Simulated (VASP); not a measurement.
# Ir (a cell with a defect) in VASP: a series of runs

Runs on Ir (a cell with a defect). Level: PBE+D4. Tasks: single point, relaxation of the atoms.

Program: VASP 6.6.1. These are calculated values, not measurements. Logs are shortened: lines on timing, memory, paths and dates and some standing lists are left out, and cuts for length are marked.

## Step 1: The cell of the first run

The cell holds a defect, 11 atoms: a = 8.127 Å, b = 5.418 Å, c = 5.418 Å, α = 60.00°, β = 60.00°, γ = 60.00°.

## Step 2: Single point, PBE+D4

File INCAR:

```
PREC     = Accurate       # precision mode
ENCUT    = 400            # plane-wave cutoff, eV
EDIFF    = 1E-6           # SCF threshold, eV
ISMEAR   = 0              # smearing method
SIGMA    = 0.05           # smearing width, eV
LREAL    = F              # projectors in reciprocal space
LASPH    = T              # aspherical terms in the spheres
NELM     = 120            # most SCF steps
ALGO     = Normal         # electronic algorithm
ISIF     = 2              # what is computed and relaxed
LWAVE    = F              # write WAVECAR
LCHARG   = F              # write CHGCAR
GGA      = PE             # functional
IVDW     = 13             # dispersion correction
NBANDS   = 60             # bands
GGA_COMPAT= F
```

File KPOINTS:

```
regular mesh
0
Gamma
  2 3 3
```

File POSCAR:

```
Ir
1.0
    0.0000000000      5.7468000000      5.7468000000
    3.8312000000      0.0000000000      3.8312000000
    3.8312000000      3.8312000000      0.0000000000
Ir
11
Direct
    0.0000000000      0.0000000000      0.5000000000
    0.0000000000      0.5000000000      0.0000000000
    0.0000000000      0.5000000000      0.5000000000
    0.3397251805     -0.0087290574     -0.0087290574
    0.3233183329      0.0007834191      0.5103235958
    0.3233183329      0.5103235958      0.0007834191
    0.3220726782      0.5059151263      0.5059151263
    0.6602748195      0.0087290574      0.0087290574
    0.6766816671     -0.0007834191      0.4896764042
    0.6766816671      0.4896764042     -0.0007834191
    0.6779273218      0.4940848737      0.4940848737
```

Potentials or basis: VASP PAW PBE potentials, release 64 (Ir).

On the command line:

```
$ cat potpaw_PBE.64/Ir/POTCAR > POTCAR
$ mpirun -np 1 vasp_std > vasp.out
```

OUTCAR:

```text
PREC = Accurate
   ENCUT = 400
   EDIFF = 1E-6
   ISMEAR = 0
   LREAL = F
   LASPH = T
   NELM = 120
   ISIF = 2
   GGA = PE
   IVDW = 13

 ion  position               nearest neighbor table
   1  0.000  0.000  0.500-   7 2.65  11 2.65   9 2.66   5 2.66   3 2.71   2 2.71   2 2.71   3 2.71
                             8 2.76   4 2.76
   2  0.000  0.500  0.000-   7 2.65  11 2.65  10 2.66   6 2.66   3 2.71   1 2.71   3 2.71   1 2.71
                             8 2.76   4 2.76
   3  0.000  0.500  0.500-   7 2.65  11 2.65   9 2.67   5 2.67  10 2.67   6 2.67   1 2.71   2 2.71
                             2 2.71   1 2.71
   4  0.340  0.991  0.991-   5 2.65   6 2.65   8 2.70   7 2.71   7 2.71   9 2.73  10 2.73   2 2.76
                             1 2.76   6 2.77   5 2.77
   5  0.323  0.001  0.510-   4 2.65   6 2.66   1 2.66   3 2.67   7 2.70   7 2.72   8 2.73   6 2.76
                             4 2.77   9 2.81  11 2.82
   6  0.323  0.510  0.001-   4 2.65   5 2.66   2 2.66   3 2.67   7 2.70   7 2.72   8 2.73   5 2.76
                             4 2.77  10 2.81  11 2.82
   7  0.322  0.506  0.506-   1 2.65   2 2.65   3 2.65   5 2.70   6 2.70   4 2.71   4 2.71   5 2.72
                             6 2.72  10 2.82   9 2.82  11 2.83
   8  0.660  0.009  0.009-   9 2.65  10 2.65   4 2.70  11 2.71  11 2.71   5 2.73   6 2.73   2 2.76
                             1 2.76  10 2.77   9 2.77
   9  0.677  0.999  0.490-   8 2.65  10 2.66   1 2.66   3 2.67  11 2.70  11 2.72   4 2.73  10 2.76
                             8 2.77   5 2.81   7 2.82
  10  0.677  0.490  0.999-   8 2.65   9 2.66   2 2.66   3 2.67  11 2.70  11 2.72   4 2.73   9 2.76
                             8 2.77   6 2.81   7 2.82
  11  0.678  0.494  0.494-   1 2.65   2 2.65   3 2.65   9 2.70  10 2.70   8 2.71   8 2.71   9 2.72
                            10 2.72   6 2.82   5 2.82   7 2.83

  LATTYP: Found a face centered orthorhombic cell.
 ALAT       =     5.4181350002
 B/A-ratio  =     1.7320508076
 C/A-ratio  =     2.4494897428

  Lattice vectors:

 A1 = (   0.0000000000,   5.7468000000,   5.7468000000)
 A2 = (  -3.8312000000,   1.9156000000,   5.7468000000)
 A3 = (   3.8312000000,   0.0000000000,   3.8312000000)

Analysis of symmetry for initial positions (statically):
=====================================================================
 Subroutine PRICEL returns:
 Original cell was already a primitive cell.

 Routine SETGRP: Setting up the symmetry group for a
 face centered orthorhombic supercell.

 Subroutine GETGRP returns: Found  4 space group operations
 (whereof  4 operations were pure point group operations)
 out of a pool of  8 trial point group operations.

[... 131 lines left out ...]
   EMIN   =  10.00;   EMAX   =-10.00  energy-range for DOS
   EFERMI =   0.00;   METHOD = LEGACY
   ISMEAR =     0;   SIGMA  =   0.05  broadening in eV -4-tet -1-fermi 0-gaus
   EFERMI_NEDOS =   21; number of points for ismear=-14 and -15
   IALGO  =     38    algorithm
   IMIX   =      4    mixing-type and parameters
     AMIX     =   0.40;   BMIX     =  1.00
     AMIX_MAG =   1.60;   BMIX_MAG =  1.00
  volume/ion in A,a.u.               =      15.34       103.50
  Fermi-wavevector in a.u.,A,eV,Ry     =   1.370602  2.590062 25.559217  1.878549
  Thomas-Fermi vector in A             =   2.496373
   LORBIT       =      0    0 simple, 1 ext, 2 COOP (PROOUT), +10 PAW based schemes
   GGA     = PE    functional components
   LHFCALC =     F    Hartree Fock is set to
   AEXX    =    0.0000 exact exchange contribution
   IVDW    =    13    specifies the selected vdW correction
   LEPSILON=     F    determine dielectric tensor
   LRPA    =     F    only Hartree local field effects (RPA)
 non-spin polarized calculation
 Gauss-broadening in eV      SIGMA  =   0.05
  energy-cutoff  :      400.00
  volume of cell :      168.70
 maximum number of plane-waves:      3096
 NGX is ok and might be reduce to    54
   NGX = 27   NGY = 17   NGZ = 17

 number of electron      98.9999999 magnetization

 Free energy of the ion-electron system (eV)
  ---------------------------------------------------
  ext. energy  EPLUGINS =         0.00000000
  ---------------------------------------------------
  free energy    TOTEN  =       -94.76696881 eV

  energy without entropy =      -94.74973831  energy(sigma->0) =      -94.75835356

 E-fermi :   8.8490     XC(G=0): -13.3961

 val. band max:        8.8478003558   @ k =   0.0000  -0.3333   0.3333
 cond. band min:       8.8915843893   @ k =   0.0000   0.3333   0.3333
 fundamental gap:      0.0437840336
 Fermi energy:         8.8489849395

 k-point     1 :       0.0000    0.0000    0.0000
  band No.  band energies     occupation
      1      -1.4767      2.00000
      2       1.0279      2.00000
      3       1.2365      2.00000
      4       1.3633      2.00000
      5       1.4559      2.00000
      6       1.7529      2.00000
[... 493 lines left out ...]
     59       9.9653      0.00000
     60      11.5435      0.00000

------------------------ aborting loop because EDIFF is reached ----------------------------------------

  DFT-D4 for vdW energy calculation

  Edisp (eV):   -9.44890

  FORCE on cell =-STRESS in cart. coord.  units (eV):
  Direction    XX          YY          ZZ          XY          YZ          ZX
  --------------------------------------------------------------------------------------
  -------------------------------------------------------------------------------------
  Total      -7.23497    -6.12206    -6.12206     1.79791    -0.01523     1.79792
  in kB     -68.71026   -58.14103   -58.14103    17.07473    -0.14462    17.07474
  external pressure =      -61.66 kB  Pullay stress =        0.00 kB

 VOLUME and BASIS-vectors are now :
 -----------------------------------------------------------------------------
  energy-cutoff  :      400.00
  volume of cell :      168.70
      direct lattice vectors                 reciprocal lattice vectors
     0.000000000  5.746800000  5.746800000    -0.087004942  0.087004942  0.087004942
     3.831200000  0.000000000  3.831200000     0.130507413 -0.130507413  0.130507413
     3.831200000  3.831200000  0.000000000     0.130507413  0.130507413 -0.130507413

 POSITION                                       TOTAL-FORCE (eV/Angst)
 -----------------------------------------------------------------------------------
      1.91560      1.91560      0.00000         0.000000     -0.000000     -0.000000
      1.91560      0.00000      1.91560         0.000000     -0.000000     -0.000000
      3.83120      1.91560      1.91560         0.000000     -0.000000     -0.000000
      7.59551      5.75009      5.75009         0.030876     -0.048099     -0.048099
      1.95815      3.81320      1.86105         0.034784      0.021100     -0.027762
      1.95815      1.86105      3.81320         0.034784     -0.027762      0.021100
      3.87652      3.78915      3.78915        -0.024327      0.004461      0.004461
      0.06689      3.82791      3.82791        -0.030876      0.048099      0.048099
      5.70425      5.76480      7.71695        -0.034784     -0.021100      0.027762
      5.70425      7.71695      5.76480        -0.034784      0.027762     -0.021100
      3.78588      5.78885      5.78885         0.024327     -0.004461     -0.004461
 -----------------------------------------------------------------------------------
    total drift:                               -0.000000     -0.000000      0.000000

  FREE ENERGIE OF THE ION-ELECTRON SYSTEM (eV)
  ---------------------------------------------------
  free  energy   TOTEN  =      -104.2158668120 eV

  energy  without entropy=     -104.1986363122  energy(sigma->0) =     -104.20725156
```

OSZICAR:

```text
N       E                     dE             d eps       ncg     rms          rms(c)
DAV:   1     0.956462286899E+03    0.95646E+03   -0.37040E+04   960   0.133E+03
DAV:   2    -0.249464959266E+02   -0.98141E+03   -0.94896E+03   960   0.466E+02
DAV:   3    -0.965427283612E+02   -0.71596E+02   -0.65561E+02  1340   0.116E+02
DAV:   4    -0.101120243050E+03   -0.45775E+01   -0.43603E+01  1280   0.299E+01
DAV:   5    -0.101237443019E+03   -0.11720E+00   -0.11665E+00  1252   0.411E+00    0.454E+01
DAV:   6    -0.959415615604E+02    0.52959E+01   -0.13062E+01  1288   0.229E+01    0.199E+01
DAV:   7    -0.995732385819E+02   -0.36317E+01   -0.26655E+01  1464   0.387E+01    0.208E+01
DAV:   8    -0.949376276387E+02    0.46356E+01   -0.10434E+01  1600   0.297E+01    0.440E+00
DAV:   9    -0.948590807398E+02    0.78547E-01   -0.18886E+00  1504   0.896E+00    0.353E+00
DAV:  10    -0.947848939916E+02    0.74187E-01   -0.30687E-01  1408   0.423E+00    0.192E+00
DAV:  11    -0.947803823260E+02    0.45117E-02   -0.12367E-01  1396   0.293E+00    0.109E+00
DAV:  12    -0.947683443102E+02    0.12038E-01   -0.72433E-02  1480   0.228E+00    0.418E-01
DAV:  13    -0.947674817094E+02    0.86260E-03   -0.79604E-03  1424   0.696E-01    0.228E-01
DAV:  14    -0.947669794438E+02    0.50227E-03   -0.12115E-03  1428   0.295E-01    0.114E-01
DAV:  15    -0.947669767548E+02    0.26890E-05   -0.24401E-04  1488   0.829E-02    0.364E-02
DAV:  16    -0.947669696482E+02    0.71066E-05   -0.65227E-05  1284   0.557E-02    0.129E-02
DAV:  17    -0.947669688116E+02    0.83662E-06   -0.29228E-06   668   0.156E-02
   1 F= -.10421587E+03 E0= -.10420725E+03  d E =-.172305E-01
```

stdout:

```text
POSCAR found type information on POSCAR Ir
 POSCAR found :  1 types and      11 ions
 scaLAPACK will be used
 LDA part: xc-table for (Slater+PW92), standard interpolation
 POSCAR, INCAR and KPOINTS ok, starting setup
 FFT: planning ... GRIDC
 FFT: planning ... GRID_SOFT
 FFT: planning ... GRID
 WAVECAR not read
 entering main loop
```

Wall time 81 s (1 thread of Intel Xeon Platinum 8488C (Sapphire Rapids), shared host); peak memory 0.25 GiB.

What came out:

```
Free energy                : -104.2159 eV
Pressure                   : -6.2 GPa
Largest force              : 0.075 eV/Å
Band gap on the k mesh     : zero (an odd number of electrons rules out a gap without spin polarisation)
Dispersion energy per atom : -0.859 eV
```

Forces in eV/Å, atoms in the order of the input:
```
Ir   0.000  0.000  0.000
Ir   0.000  0.000  0.000
Ir   0.000  0.000  0.000
Ir   0.031 -0.048 -0.048
Ir   0.035  0.021 -0.028
Ir   0.035 -0.028  0.021
Ir  -0.024  0.004  0.004
Ir  -0.031  0.048  0.048
Ir  -0.035 -0.021  0.028
Ir  -0.035  0.028 -0.021
Ir   0.024 -0.004 -0.004
```

Stress tensor (GPa, compression positive):
```
-6.87  1.71  1.71
 1.71 -5.81 -0.01
 1.71 -0.01 -5.81
```

Levels at points of the mesh, in eV from the Fermi level:
```tsv
k point	band 47	band 48	band 49	band 50	band 51	band 52	band 53	band 54
(0.00, 0.00, 0.00)	0.25	0.31	0.49	0.55	0.93	1.28	1.33	1.35
(0.50, 0.00, 0.00)	0.76	0.86	1.27	1.28	1.32	1.35	1.39	1.43
```

Caveat: the k points lie up to 0.47 Å⁻¹ apart, too coarse for converged energies and pressures of a metal; spin-orbit coupling is left out, which moves the levels of the heavy elements.

## Step 3: Relaxation of the atoms, PBE+D4

File INCAR:

```
ALGO = Normal ; EDIFF = 1E-7
EDIFFG = -0.05 ; ENCUT = 450
GGA = PE ; GGA_COMPAT = False
IBRION = 2 ; ISIF = 2
ISMEAR = 0 ; IVDW = 13
LASPH = True ; LCHARG = False
LREAL = False ; LWAVE = False
NELM = 120 ; NELMIN = 4
NSW = 60 ; PREC = Accurate
SIGMA = 0.05
```

File KPOINTS:

```
k-points
0
Gamma
  2 3 3
```

File POSCAR:

```
Ir
1.0
    0.0000000000      5.7468000000      5.7468000000
    3.8312000000      0.0000000000      3.8312000000
    3.8312000000      3.8312000000      0.0000000000
Ir
11
Direct
    0.0000000000      0.0000000000      0.5000000000
    0.0000000000      0.5000000000      0.0000000000
    0.0000000000      0.5000000000      0.5000000000
    0.3333333333      0.0000000000      0.0000000000
    0.3333333333      0.0000000000      0.5000000000
    0.3333333333      0.5000000000      0.0000000000
    0.3333333333      0.5000000000      0.5000000000
    0.6666666667      0.0000000000      0.0000000000
    0.6666666667      0.0000000000      0.5000000000
    0.6666666667      0.5000000000      0.0000000000
    0.6666666667      0.5000000000      0.5000000000
```

Potentials or basis: VASP PAW PBE potentials, release 64 (Ir).

On the command line:

```
$ cat potpaw_PBE.64/Ir/POTCAR > POTCAR
$ mpirun -np 1 vasp_std > vasp.out
```

Run time: 8.2 min. Hardware: 1 thread of Intel Xeon Platinum 8488C (Sapphire Rapids), shared host; peak memory 0.3 GiB.

It converged, with:

* Free energy: -104.2166 eV
* Energy gained by relaxing: 20.5 meV/atom
* Ionic steps: 7
* Pressure after relaxing: -6.3 GPa
* Largest force after relaxing: 0.041 eV/Å
* Band gap on the k mesh: zero (an odd number of electrons rules out a gap without spin polarisation)
* Dispersion energy per atom: -0.859 eV

Forces on the atoms (eV/Å):
```
Ir   0.000  0.000  0.000
Ir   0.000  0.000  0.000
Ir   0.000  0.000  0.000
Ir   0.032  0.018  0.018
Ir  -0.008 -0.028 -0.003
Ir  -0.008 -0.003 -0.028
Ir  -0.015 -0.012 -0.012
Ir  -0.032 -0.018 -0.018
Ir   0.008  0.028  0.003
Ir   0.008  0.003  0.028
Ir   0.015  0.012  0.012
```

Stress tensor (GPa, compression positive):
```
-7.06  1.75  1.75
 1.75 -5.97 -0.16
 1.75 -0.16 -5.97
```

The path:
| step | energy change (eV) | largest force (eV/Å) | pressure (GPa) |
| --- | --- | --- | --- |
| 1 | 0.0000 | 1.3230 | -5.60 |
| 2 | -0.1756 | 0.4035 | -6.09 |
| 3 | -0.1843 | 0.4240 | -6.03 |
| 4 | -0.2156 | 0.1490 | -6.19 |
| 5 | -0.2194 | 0.1449 | -6.19 |
| 6 | -0.2244 | 0.0675 | -6.28 |
| 7 | -0.2253 | 0.0408 | -6.33 |

Final structure:
```xyz
11
Lattice="0.0000 5.7468 5.7468 3.8312 0.0000 3.8312 3.8312 3.8312 0.0000" Properties=species:S:1:pos:R:3 pbc="T T T"
Ir    1.9156    1.9156    0.0000
Ir    1.9156    0.0000    1.9156
Ir    3.8312    1.9156    1.9156
Ir    7.5990    5.7458    5.7458
Ir    1.9649    3.8185    1.8584
Ir    1.9649    1.8584    3.8185
Ir    3.8776    3.7906    3.7906
Ir    0.0634    3.8322    3.8322
Ir    5.6975    5.7595    7.7196
Ir    5.6975    7.7196    5.7595
Ir    3.7848    5.7874    5.7874
```

Levels at points of the mesh, in eV from the Fermi level:
| k point | band 47 | band 48 | band 49 | band 50 | band 51 | band 52 | band 53 | band 54 |
| --- | --- | --- | --- | --- | --- | --- | --- | --- |
| (0.00, 0.00, 0.00) | 0.25 | 0.30 | 0.50 | 0.54 | 0.92 | 1.28 | 1.33 | 1.36 |
| (0.50, 0.00, 0.00) | 0.77 | 0.86 | 1.27 | 1.29 | 1.32 | 1.36 | 1.40 | 1.43 |

Caveat: the k points lie up to 0.47 Å⁻¹ apart, too coarse for converged energies and pressures of a metal; spin-orbit coupling is left out, which moves the levels of the heavy elements; the relaxation stopped at a loose force limit of 0.05 eV/Å, so its end isn't a converged minimum.
